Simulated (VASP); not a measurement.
# Pt (Fm-3m) in VASP: notebook

The runs below take Pt through single point, with PBEsol, LDA, RPBE, r2SCAN.

Program: VASP 6.6.1. These are calculated values, not measurements. Logs are shortened: lines on timing, memory, paths and dates and some standing lists are left out, and cuts for length are marked.

## 1. The cell of the first run

Symmetry: Fm-3m, No. 225, cubic system. The conventional cell has a = 3.922 Å, b = 3.922 Å, c = 3.922 Å, α = 90.00°, β = 90.00°, γ = 90.00°. Pt (site symmetry m-3m) has 12 Pt at 2.77 Å within 3.7 Å.

## 2. Single point, PBEsol

File INCAR:

```
SYSTEM = Pt
PREC = Accurate
ENCUT = 500
EDIFF = 1E-6
ISMEAR = -1
SIGMA = 0.1
LREAL = .False.
LASPH = .True.
NELM = 120
ALGO = Normal
ISIF = 2
LWAVE = .False.
LCHARG = .False.
GGA = PS
NBANDS = 11
GGA_COMPAT = .False.
```

File KPOINTS:

```
Automatic mesh
0
Gamma
  15 15 15
  0 0 0
```

File POSCAR:

```
Pt
1.0
    0.0000000000      1.9609000000      1.9609000000
    1.9609000000      0.0000000000      1.9609000000
    1.9609000000      1.9609000000      0.0000000000
Pt
1
Direct
    0.0000000000      0.0000000000      0.0000000000
```

Potentials or basis: VASP PAW PBE potentials, release 64 (Pt).

Command:

```bash
$ cat potpaw_PBE.64/Pt/POTCAR > POTCAR
$ mpirun -np 1 vasp_std > vasp.out
```

OUTCAR:

```text
SYSTEM = Pt
   PREC = Accurate
   ENCUT = 500
   EDIFF = 1E-6
   ISMEAR = -1
   LREAL = .False.
   LASPH = .True.
   NELM = 120
   ISIF = 2
   GGA = PS

 ion  position               nearest neighbor table
   1  0.000  0.000  0.000-

  LATTYP: Found a face centered cubic cell.
 ALAT       =     3.9218000000

  Lattice vectors:

 A1 = (   0.0000000000,   1.9609000000,   1.9609000000)
 A2 = (   1.9609000000,   0.0000000000,   1.9609000000)
 A3 = (   1.9609000000,   1.9609000000,   0.0000000000)

Analysis of symmetry for initial positions (statically):
=====================================================================
 Subroutine PRICEL returns:
 Original cell was already a primitive cell.

 Routine SETGRP: Setting up the symmetry group for a
 face centered cubic supercell.

 Subroutine GETGRP returns: Found 48 space group operations
 (whereof 48 operations were pure point group operations)
 out of a pool of 48 trial point group operations.

The static configuration has the point symmetry O_h .

Analysis of symmetry for dynamics (positions and initial velocities):
=====================================================================
 Subroutine PRICEL returns:
 Original cell was already a primitive cell.

 Routine SETGRP: Setting up the symmetry group for a
 face centered cubic supercell.

 Subroutine GETGRP returns: Found 48 space group operations
 (whereof 48 operations were pure point group operations)
 out of a pool of 48 trial point group operations.

The dynamic configuration has the point symmetry O_h .

 Subroutine INISYM returns: Found 48 space group operations
 (whereof 48 operations are pure point group operations),
 and found     1 'primitive' translations

----------------------------------------------------------------------------------------

                                     Primitive cell

  volume of cell :      15.0798

  direct lattice vectors                    reciprocal lattice vectors
     0.000000000  1.960900000  1.960900000    -0.254984956  0.254984956  0.254984956
     1.960900000  0.000000000  1.960900000     0.254984956 -0.254984956  0.254984956
     1.960900000  1.960900000  0.000000000     0.254984956  0.254984956 -0.254984956

  length of vectors
     2.773131374  2.773131374  2.773131374     0.441646899  0.441646899  0.441646899

  position of ions in fractional coordinates (direct lattice)
     0.000000000  0.000000000  0.000000000

  ion indices of the primitive-cell ions
   primitive index   ion index
                 1           1

----------------------------------------------------------------------------------------

 KPOINTS: Automatic mesh

Automatic generation of k-mesh.
 Grid dimensions read from file:
 generate k-points for:   15   15   15

 Generating k-lattice:

  Cartesian coordinates                     Fractional coordinates (reciprocal lattice)
    -0.016998997  0.016998997  0.016998997     0.066666667  0.000000000  0.000000000
     0.016998997 -0.016998997  0.016998997     0.000000000  0.066666667  0.000000000
     0.016998997  0.016998997 -0.016998997     0.000000000  0.000000000  0.066666667

  Length of vectors
     0.029443127  0.029443127  0.029443127

  Shift w.r.t. Gamma in fractional coordinates (k-lattice)
     0.000000000  0.000000000  0.000000000

 Subroutine IBZKPT returns following result:
 ===========================================

 Found    120 irreducible k-points:

 Following reciprocal coordinates:
            Coordinates               Weight
  0.000000  0.000000  0.000000      1.000000
  0.066667  0.000000  0.000000      8.000000
  0.133333  0.000000  0.000000      8.000000
  0.200000  0.000000  0.000000      8.000000
  0.266667  0.000000  0.000000      8.000000
  0.333333  0.000000  0.000000      8.000000
[... 16 lines left out ...]
  0.133333  0.133333  0.000000      6.000000
  0.200000  0.133333  0.000000     24.000000
 [... further k-points ...]
   k-points           NKPTS =    120   k-points in BZ     NKDIM =    120   number of bands    NBANDS=     11
   number of dos      NEDOS =    301   number of ions     NIONS =      1
   total plane-waves  NPLWV =   8000
   dimension x,y,z NGX =    20 NGY =   20 NGZ =   20
   dimension x,y,z NGXF=    40 NGYF=   40 NGZF=   40
   ions per type =               1
   NGX,Y,Z   is equivalent  to a cutoff of  11.99, 11.99, 11.99 a.u.
   NGXF,Y,Z  is equivalent  to a cutoff of  23.98, 23.98, 23.98 a.u.
 SYSTEM =  Pt
   PREC   = accura    normal or accurate (medium, high low for compatibility)
   ISTART =      0    job   : 0-new  1-cont  2-samecut
   ICHARG =      2    charge: 1-file 2-atom 10-const
   ISPIN  =      1    spin polarized calculation?
   LNONCOLLINEAR =      F non collinear calculations
   LSORBIT =      F    spin-orbit coupling
   LASPH  =      T    aspherical Exc in radial PAW
   ENCUT  =  500.0 eV  36.75 Ry    6.06 a.u.   5.06  5.06  5.06*2*pi/ulx,y,z
   NELM   =    120;   NELMIN=  2; NELMDL= -5     # of ELM steps
   EDIFF  = 0.1E-05   stopping-criterion for ELM
   LREAL  =      F    real-space projection
[... 7 lines left out ...]
   TEBEG  =    0.0;   TEEND  =   0.0 temperature during run
   PSTRESS=    0.0 pullay stress
   NELECT =      10.0000    total number of electrons
   NUPDOWN=      -1.0000    fix difference up-down
   EMIN   =  10.00;   EMAX   =-10.00  energy-range for DOS
   EFERMI =   0.00;   METHOD = LEGACY
   ISMEAR =    -1;   SIGMA  =   0.10  broadening in eV -4-tet -1-fermi 0-gaus
   EFERMI_NEDOS =   21; number of points for ismear=-14 and -15
   IALGO  =     38    algorithm
   IMIX   =      4    mixing-type and parameters
     AMIX     =   0.40;   BMIX     =  1.00
     AMIX_MAG =   1.60;   BMIX_MAG =  1.00
  volume/ion in A,a.u.               =      15.08       101.76
  Fermi-wavevector in a.u.,A,eV,Ry     =   1.427609  2.697791 27.729605  2.038068
  Thomas-Fermi vector in A             =   2.547760
   LORBIT       =      0    0 simple, 1 ext, 2 COOP (PROOUT), +10 PAW based schemes
   GGA     = PS    functional components
   LHFCALC =     F    Hartree Fock is set to
   AEXX    =    0.0000 exact exchange contribution
   IVDW    =     0    specifies the selected vdW correction
   LEPSILON=     F    determine dielectric tensor
   LRPA    =     F    only Hartree local field effects (RPA)
 non-spin polarized calculation
  energy-cutoff  :      500.00
  volume of cell :       15.08
 maximum number of plane-waves:       391
   NGX = 11   NGY = 11   NGZ = 11

 number of electron      10.0000001 magnetization

 Free energy of the ion-electron system (eV)
  ---------------------------------------------------
  ext. energy  EPLUGINS =         0.00000000
  ---------------------------------------------------
  free energy    TOTEN  =        -6.99042446 eV

  energy without entropy =       -6.93597659  energy(sigma->0) =       -6.96320052

 E-fermi :  11.1184     XC(G=0): -13.6284

 val. band max:       11.1024337040   @ k =   0.4667   0.0000   0.0000
 cond. band min:      11.1282455961   @ k =  -0.4667   0.2000   0.0000
 fundamental gap:      0.0258118921
 Fermi energy:        11.1184443663

 k-point     1 :       0.0000    0.0000    0.0000
  band No.  band energies     occupation
      1       0.8009      2.00000
      2       7.2949      2.00000
      3       7.2949      2.00000
      4       7.2949      2.00000
      5       9.4727      2.00000
      6       9.4727      2.00000
      7      25.7225      0.00000
      8      30.6785      0.00000
      9      30.6785      0.00000
     10      30.6785      0.00000
     11      35.9764      0.00000

 k-point     2 :       0.0667    0.0000    0.0000
  band No.  band energies     occupation
      1       0.9797      2.00000
      2       7.2147      2.00000
      3       7.3660      2.00000
      4       7.3660      2.00000
      5       9.4330      2.00000
      6       9.4330      2.00000
      7      26.0011      0.00000
      8      29.7545      0.00000
      9      30.9538      0.00000
     10      30.9538      0.00000
     11      36.9801      0.00000

 k-point     3 :       0.1333    0.0000    0.0000
  band No.  band energies     occupation
      1       1.4922      2.00000
      2       7.0240      2.00000
      3       7.5385      2.00000
      4       7.5385      2.00000
      5       9.3649      2.00000
      6       9.3649      2.00000
      7      26.7199      0.00000
      8      27.9659      0.00000
      9      31.7420      0.00000
     10      31.7420      0.00000
     11      37.0673      0.00000

 k-point     4 :       0.2000    0.0000    0.0000
  band No.  band energies     occupation
      1       2.2489      2.00000
      2       6.8700      2.00000
      3       7.6785      2.00000
      4       7.6785      2.00000
      5       9.4235      2.00000
      6       9.4235      2.00000
      7      25.9695      0.00000
      8      27.4399      0.00000
      9      32.9091      0.00000
     10      32.9091      0.00000
     11      35.0818      0.00000
[... 239 lines left out ...]
 k-point    22 :      -0.0667    0.0667    0.0000
  band No.  band energies     occupation
      1       1.2711      2.00000
      2       7.0679      2.00000
      3       7.4656      2.00000
      4       7.5120      2.00000
      5       9.2542      2.00000
      6       9.5067      2.00000
      7      26.4358      0.00000
      8      28.9112      0.00000
      9      30.7483      0.00000
     10      31.7006      0.00000
     11      37.6675      0.00000

 k-point    23 :       0.1333    0.1333    0.0000
  band No.  band energies     occupation
      1       1.7284      2.00000
      2       6.7137      2.00000
      3       7.7853      2.00000
      4       7.7853      2.00000
      5       8.8324      2.00000
      6       9.7185      2.00000
      7      27.1575      0.00000
      8      29.1212      0.00000
      9      30.6032      0.00000
     10      30.6032      0.00000
     11      38.6070      0.00000

 k-point    24 :       0.2000    0.1333    0.0000
  band No.  band energies     occupation
      1       2.3096      2.00000
      2       6.4583      2.00000
      3       7.9537      2.00000
      4       8.0261      2.00000
      5       8.6991      2.00000
      6       9.8536      1.99999
      7      27.7716      0.00000
      8      27.9958      0.00000
      9      30.4751      0.00000
     10      31.1040      0.00000
     11      36.2325      0.00000

 [... further k-points ...]

------------------------ aborting loop because EDIFF is reached ----------------------------------------

  FORCE on cell =-STRESS in cart. coord.  units (eV):
  Direction    XX          YY          ZZ          XY          YZ          ZX
  --------------------------------------------------------------------------------------
  -------------------------------------------------------------------------------------
  Total       -0.0754798     -0.0754798     -0.0754798      0.0000000      0.0000000      0.0000000
  in kB       -8.0194533     -8.0194533     -8.0194533      0.0000000      0.0000000      0.0000000
  external PRESSURE =      -8.0194533 kB  Pullay stress =       0.0000000 kB

 VOLUME and BASIS-vectors are now :
 -----------------------------------------------------------------------------
  energy-cutoff  :      500.00
  volume of cell :       15.08
      direct lattice vectors                 reciprocal lattice vectors
     0.000000000  1.960900000  1.960900000    -0.254984956  0.254984956  0.254984956
     1.960900000  0.000000000  1.960900000     0.254984956 -0.254984956  0.254984956
     1.960900000  1.960900000  0.000000000     0.254984956  0.254984956 -0.254984956

 POSITION                                       TOTAL-FORCE (eV/Angst)
 -----------------------------------------------------------------------------------
      0.00000      0.00000      0.00000        -0.000000     -0.000000     -0.000000
 -----------------------------------------------------------------------------------
    total drift:                                0.000000     -0.000000      0.000000

  FREE ENERGIE OF THE ION-ELECTRON SYSTEM (eV)
  ---------------------------------------------------
  free  energy   TOTEN  =        -6.9904244572 eV

  energy  without entropy=       -6.9359765880  energy(sigma->0) =       -6.96320052
```

Wall time 5.8 s (1 thread of Intel Xeon 6975P-C (Granite Rapids), shared host); peak memory 0.13 GiB.

Results:

- Free energy: -6.9904 eV
- Pressure: -0.8 GPa
- Band gap on the k mesh: zero (bands 5 and 6 overlap by 2.18 eV)

Caveat: the PAW data sets were made with another functional, which shifts forces and pressure a little; spin-orbit coupling is left out, which moves the levels of the heavy elements.

## 3. Single point, LDA

File INCAR:

```
ALGO = Normal
EDIFF = 1E-6
ENCUT = 500
GGA = CA
GGA_COMPAT = False
ISIF = 2
ISMEAR = -1
LASPH = True
LCHARG = False
LREAL = False
LWAVE = False
NBANDS = 11
NELM = 120
PREC = Accurate
SIGMA = 0.1
```

File KPOINTS:

```
k-points
0
Gamma
  15 15 15
```

POSCAR is that of step 2.

Potentials or basis: VASP PAW LDA potentials, release 64 (Pt).

Command:

```bash
$ cat potpaw_LDA.64/Pt/POTCAR > POTCAR
$ mpirun -np 1 vasp_std > vasp.out
```

Run time: 5.4 s. Hardware: 1 thread of Intel Xeon 6975P-C (Granite Rapids), shared host; peak memory 0.13 GiB.

Results (log left out):

```
Free energy            : -7.5276 eV
Pressure               : -5.1 GPa
Band gap on the k mesh : zero (bands 5 and 6 overlap by 2.18 eV)
```

Levels at points of the mesh, in eV from the Fermi level:
| k point | band 2 | band 3 | band 4 | band 5 | band 6 | band 7 | band 8 | band 9 |
| --- | --- | --- | --- | --- | --- | --- | --- | --- |
| (0.00, 0.00, 0.00) | -3.84 | -3.84 | -3.84 | -1.65 | -1.65 | 14.60 | 19.52 | 19.52 |

Caveat: the cell stands under tension; spin-orbit coupling is left out, which moves the levels of the heavy elements.

## 4. Single point, RPBE

File INCAR:

```
SYSTEM = Pt
PREC = Accurate
ENCUT = 500
EDIFF = 1E-6
ISMEAR = -1
SIGMA = 0.1
LREAL = .FALSE.
LASPH = .TRUE.
NELM = 120
ALGO = Normal
ISIF = 2
LWAVE = .FALSE.
LCHARG = .TRUE.
GGA = RP
LELF = .TRUE.
LVHAR = .TRUE.
NBANDS = 11
GGA_COMPAT = .FALSE.
```

File KPOINTS:

```
regular mesh
0
G
  15 15 15
  0 0 0
```

POSCAR is that of step 3.

Potentials or basis: VASP PAW PBE potentials, release 64 (Pt).

Command:

```bash
$ cat potpaw_PBE.64/Pt/POTCAR > POTCAR
$ mpirun -np 1 vasp_std > vasp.out
```

Wall time 6 s (1 thread of Intel Xeon 6975P-C (Granite Rapids), shared host); peak memory 0.14 GiB.

It converged, with:

```yaml
Free_energy: -5.4522 eV
Pressure: 14.2 GPa
Band_gap_on_the_k_mesh: zero (bands 5 and 6 overlap by 2.19 eV)
```

Levels at points of the mesh, in eV from the Fermi level:
```tsv
k point	band 1	band 2	band 3	band 4	band 5	band 6	band 7	band 8	band 9	band 10
(0.00, 0.00, 0.00)	-10.20	-3.80	-3.80	-3.80	-1.65	-1.65	14.60	19.58	19.58	19.58
```

Caveat: the cell stands under pressure; the PAW data sets were made with another functional, which shifts forces and pressure a little; spin-orbit coupling is left out, which moves the levels of the heavy elements.

## 5. Single point, r2SCAN

POSCAR is that of step 4.

File INCAR.step1:

```
SYSTEM = Pt
PREC = Accurate
ENCUT = 550
ISMEAR = -1
SIGMA = 0.1
LREAL = .False.
LASPH = .True.
NELM = 120
NBANDS = 11
GGA = PE
ALGO = Normal
EDIFF = 1E-5
LWAVE = .True.
LCHARG = .False.
GGA_COMPAT = .False.
```

File INCAR.step2:

```
SYSTEM = Pt
PREC = Accurate
ENCUT = 550
EDIFF = 1E-6
ISMEAR = -1
SIGMA = 0.1
LREAL = .False.
LASPH = .True.
NELM = 120
ALGO = Normal
ISIF = 2
LWAVE = .False.
LCHARG = .False.
METAGGA = R2SCAN
LMIXTAU = .True.
NBANDS = 11
ISTART = 1
GGA_COMPAT = .False.
```

File KPOINTS:

```
Automatic mesh
0
Gamma
  15 15 15
  0 0 0
```

Command:

```bash
$ cat potpaw_PBE.64/Pt/POTCAR > POTCAR
$ cp INCAR.step1 INCAR
$ mpirun -np 1 vasp_std > vasp.out
$ cp INCAR.step2 INCAR
$ mpirun -np 1 vasp_std > vasp.out
```

Run time: 25 s. Hardware: 1 thread of Intel Xeon 6975P-C (Granite Rapids), shared host; peak memory 0.16 GiB.

The run converged. Its results:

- Free energy: -51.5223 eV
- Pressure: 5.1 GPa
- Band gap on the k mesh: zero (bands 5 and 6 overlap by 2.33 eV)

Levels at points of the mesh, in eV from the Fermi level:
```tsv
k point	band 1	band 2	band 3	band 4	band 5	band 6	band 7	band 8	band 9	band 10
(0.00, 0.00, 0.00)	-10.52	-3.93	-3.93	-3.93	-1.77	-1.77	15.46	20.63	20.63	20.63
```

Caveat: the cell stands under pressure; the PAW data sets were made with another functional, which shifts forces and pressure a little; spin-orbit coupling is left out, which moves the levels of the heavy elements.

## 6. Overview

```tsv
level	potentials or basis	cutoff (eV)	gap on the mesh (eV)	pressure (GPa)
PBEsol	VASP PAW PBE potentials, release 64 (Pt)	500	none	-0.8
LDA	VASP PAW LDA potentials, release 64 (Pt)	500	none	-5.1
RPBE	VASP PAW PBE potentials, release 64 (Pt)	500	none	14.2
r2SCAN	VASP PAW PBE potentials, release 64 (Pt)	550	none	5.1
```

Alike in all rows: task single point; no spin polarisation; cell as given; k mesh 15 × 15 × 15; smearing fermi-dirac 0.1 eV.

Caveats: spin-orbit coupling is left out, which moves the levels of the heavy elements; the PAW data sets were made with another functional, which shifts forces and pressure a little (at least some runs); the cell stands under pressure (at least some runs); the cell stands under tension (at least some runs).

Absolute energies hang on the potentials; compare differences alone.
